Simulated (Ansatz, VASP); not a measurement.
## N: VASP beside Ansatz

```xyz
2
Lattice="0.0000 2.0921 2.0921 2.0921 0.0000 2.0921 2.0921 2.0921 0.0000" Properties=species:S:1:pos:R:3 pbc="T T T"
N     0.0000    0.0000    0.0000
N     1.0460    1.0460    1.0460
```

Alike in both runs: task single point; functional PBE; k mesh 10 × 10 × 10; occupations fermi-dirac, width 0.08 eV; no spin polarisation.

```csv
,VASP,Ansatz
version,VASP 6.6.1,Ansatz 0.2.0
potentials or method,"VASP PAW PBE potentials, release 64 (N), cutoff 520 eV","all-electron LAPW, scalar-relativistic"
```

```tsv
	VASP	Ansatz	Ansatz less VASP
pressure (GPa)	0.6	0.5	-0.05
```

Ansatz ran all-electron here, and VASP with PAW potentials.
